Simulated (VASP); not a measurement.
A run of VASP 6.6.1 is set up as follows.

File INCAR:

```
PREC = Accurate ; ENCUT = 600
EDIFF = 1E-7 ; ISMEAR = 0
SIGMA = 0.1 ; LREAL = F
LASPH = T ; NELM = 100
ALGO = Normal ; ISIF = 3
LWAVE = F ; LCHARG = F
GGA = PE ; IVDW = 12
IBRION = 2 ; NSW = 90
EDIFFG = -0.04
```

File KPOINTS:

```
Automatic mesh
0
Gamma
  4 4 6
```

Contents of POSCAR:

```
CS2
1.0
    3.8275067219      0.0000000000      0.0000000000
    0.0000000000      3.8275067219      0.0000000000
    0.0000000000      0.0000000000      3.5245654754
C S
1 2
Direct
    0.0000000000      0.0000000000      0.0000000000
    0.0000000000      0.5000000000      0.0000000000
    0.5000000000      0.0000000000      0.0000000000
```

Potentials or basis: VASP PAW PBE potentials, release 64 (C, S).

Run with:

```sh
$ cat potpaw_PBE.64/C/POTCAR potpaw_PBE.64/S/POTCAR > POTCAR
$ mpirun -np 1 vasp_std > vasp.out
```

Question: Estimate the relaxed volume.

Answer: 15.41 Å³/atom.

Question: What does it give for the space group after relaxing (to 0.1 Å)?

Answer: P4/mmm (No. 123).

Question: Predict the dispersion energy per atom.

Answer: -0.253 eV.

Final structure:
```
CELL_PARAMETERS angstrom
3.81179 0.00000 0.00000
0.00000 3.81179 0.00000
0.00000 0.00000 3.18109
ATOMIC_POSITIONS crystal
C 0.00000 0.00000 0.00000
S 0.00000 0.50000 0.00000
S 0.50000 0.00000 0.00000
```

Caveat: the k points lie up to 0.41 Å⁻¹ apart in the final cell, too coarse for converged energies and pressures of a metal.
